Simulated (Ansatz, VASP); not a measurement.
## Al2O3 in VASP and in Ansatz

INCAR

```
SYSTEM = Al2O3
  ALGO = Normal
  EDIFF = 1E-6
  ENCUT = 520
  GGA = PE
  ISIF = 2
  ISMEAR = 0
  LASPH = .True.
  LCHARG = .True.
  LELF = .True.
  LREAL = .False.
  LVHAR = .True.
  LWAVE = .False.
  NBANDS = 35
  NELM = 100
  PREC = Accurate
  SIGMA = 0.05
```

File KPOINTS:

```
k-points
0
Gamma
  6 6 6
  0 0 0
```

File POSCAR:

```
Al2O3
1.0
    2.3058545897      1.3312857681      4.7543647167
   -2.3058545897      1.3312857681      4.7543647167
    0.0000000000     -2.6625715361      4.7543647167
Al O
4 6
Direct
    0.8406975503      0.8406975503      0.8406975503
    0.6593024497      0.6593024497      0.6593024497
    0.1593024497      0.1593024497      0.1593024497
    0.3406975503      0.3406975503      0.3406975503
    0.0561574040      0.4438425960      0.7500000000
    0.7500000000      0.0561574040      0.4438425960
    0.4438425960      0.7500000000      0.0561574040
    0.9438425960      0.5561574040      0.2500000000
    0.2500000000      0.9438425960      0.5561574040
    0.5561574040      0.2500000000      0.9438425960
```

Input for Ansatz:

```yaml
crystal:
  lattice:
    - [2.3058545897, 1.3312857681, 4.7543647167]
    - [-2.3058545897, 1.3312857681, 4.7543647167]
    - [0.0, -2.6625715361, 4.7543647167]
  atoms:
    - { symbol: Al, position: [0.8406975503, 0.8406975503, 0.8406975503] }
    - { symbol: Al, position: [0.6593024497, 0.6593024497, 0.6593024497] }
    - { symbol: Al, position: [0.1593024497, 0.1593024497, 0.1593024497] }
    - { symbol: Al, position: [0.3406975503, 0.3406975503, 0.3406975503] }
    - { symbol: O, position: [0.056157404, 0.443842596, 0.75] }
    - { symbol: O, position: [0.75, 0.056157404, 0.443842596] }
    - { symbol: O, position: [0.443842596, 0.75, 0.056157404] }
    - { symbol: O, position: [0.943842596, 0.556157404, 0.25] }
    - { symbol: O, position: [0.25, 0.943842596, 0.556157404] }
    - { symbol: O, position: [0.556157404, 0.25, 0.943842596] }
basis:
  ecutwfc: 520.0
kpoints:
  mp_grid: { grid: [6, 6, 6] }
hamiltonian:
  xc: pbe
  pseudopotentials: { kind: paw, azcp: { folder: soft_1 } }
scf:
  occupations: { method: gaussian, width: 0.05 }
output:
  forces: true
  stress: true
  eigenvalues: true
  write_density: true
  write_potential: true
  elf: true
  volumetric_format: npy
```

Alike in both runs: task single point; functional PBE; k mesh 6 × 6 × 6; occupations gaussian, width 0.05 eV; no spin polarisation.

|  | VASP | Ansatz |
| --- | --- | --- |
| version | VASP 6.6.1 | Ansatz 0.2.0 |
| potentials or method | VASP PAW PBE potentials, release 64 (Al, O), cutoff 520 eV | scalar-relativistic, plane waves, PAW |
| valence electrons in the cell | 48 | 48 |

|  | VASP | Ansatz | Ansatz less VASP |
| --- | --- | --- | --- |
| gap on the k mesh at the Fermi level (eV) | 5.13 | 5.14 | +0.011 |
| least direct gap on the mesh (eV) | 5.13 | 5.14 | +0.011 |
| pressure (GPa) | 2.7 | 2.7 | +0.01 |
| traceless stress, the component that is largest in VASP (GPa) | -30.63 | -30.65 | -0.025 |
| rms of the force components (eV/Å) | 0.759 | 0.750 | -0.0094 |

Atom by atom the forces differ by 0.010 eV/Å (rms over components). The functional is the same, so the differences come from potentials, cutoffs and numerics.
